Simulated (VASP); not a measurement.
Here is a VASP 6.6.1 calculation.

The input POSCAR:

```
Re
1.0
    0.0000000000      2.6952656467      2.6952656467
    2.6952656467      0.0000000000      2.6952656467
    2.6952656467      2.6952656467      0.0000000000
Re
2
Direct
    0.0000000000      0.0000000000      0.0000000000
    0.2500000000      0.2500000000      0.2500000000
```

INCAR.step1

```
SYSTEM = Re
  PREC = Accurate
  ENCUT = 520
  ISMEAR = -1
  SIGMA = 0.05
  LREAL = .False.
  LASPH = .True.
  NELM = 60
  NBANDS = 14
  GGA = PE
  ALGO = Normal
  EDIFF = 1E-4
  LWAVE = .True.
  LCHARG = .False.
```

INCAR.step2

```
SYSTEM = Re
  PREC = Accurate
  ENCUT = 520
  EDIFF = 1E-6
  ISMEAR = -1
  SIGMA = 0.05
  LREAL = .False.
  LASPH = .True.
  NELM = 60
  ALGO = Normal
  ISIF = 2
  LWAVE = .False.
  LCHARG = .False.
  METAGGA = R2SCAN
  LMIXTAU = .True.
  NBANDS = 14
  ISTART = 1
```

Contents of KPOINTS:

```
regular mesh
0
Gamma
  6 6 6
  0 0 0
```

Potentials or basis: VASP PAW PBE potentials, release 64 (Re).

Run with:

```console
$ cat potpaw_PBE.64/Re/POTCAR > POTCAR
$ cp INCAR.step1 INCAR
$ mpirun -np 1 vasp_std > vasp.out
$ cp INCAR.step2 INCAR
$ mpirun -np 1 vasp_std > vasp.out
```

Question: What does it give for the band gap on the k mesh?

Answer: Zero (band 7 reaches 5.37 eV, above the bottom of band 8 at 4.05 eV).

Question: Predict the pressure.

Answer: 26.1 GPa.

Caveat: the PAW data sets were made with another functional, which shifts forces and pressure a little; spin-orbit coupling is left out, which moves the levels of the heavy elements.
